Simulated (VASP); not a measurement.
Li: single point with r2SCAN

The system is Li.

```
CELL_PARAMETERS angstrom
0.00000 2.18899 2.18899
2.18899 0.00000 2.18899
2.18899 2.18899 0.00000
ATOMIC_POSITIONS crystal
Li 0.00000 0.00000 0.00000
```

This isn't the form of Li at room conditions, which is bcc.

```json
{
 "Program": "VASP 6.6.1",
 "Task": "single point",
 "Functional": "r2SCAN",
 "Potentials or basis": "VASP PAW PBE potentials, release 64 (Li_sv)",
 "Cutoff": "830 eV",
 "k mesh": "20 × 20 × 20",
 "Occupations": "fermi-dirac, width 0.1 eV",
 "Spin": "no spin polarisation",
 "Dipole correction": "no",
 "Further INCAR settings": "ALGO = Normal; EDIFF = 1e-06; NBANDS = 8"
}
```

- Pressure: -0.1 GPa
- Band gap on the k mesh: zero (an odd number of electrons rules out a gap without spin polarisation)

Levels at points of the mesh, in eV from the Fermi level:
| k point | band 1 | band 2 | band 3 | band 4 | band 5 |
| --- | --- | --- | --- | --- | --- |
| (0.00, 0.00, 0.00) | -48.13 | -3.83 | 15.61 | 15.61 | 15.61 |
| (0.50, 0.00, 0.00) | -48.12 | 0.00 | 3.04 | 13.71 | 13.71 |
| (0.50, 0.50, 0.00) | -48.11 | 1.66 | 4.90 | 9.09 | 9.09 |

Wall time 5.7 min on 1 thread of Intel(R) Xeon(R) Platinum 8124M CPU @ 3.00GHz (Skylake/Cascade Lake), on a shared host, peak memory 0.21 GiB.

Caveat: the PAW data sets were made with another functional, which shifts forces and pressure a little.
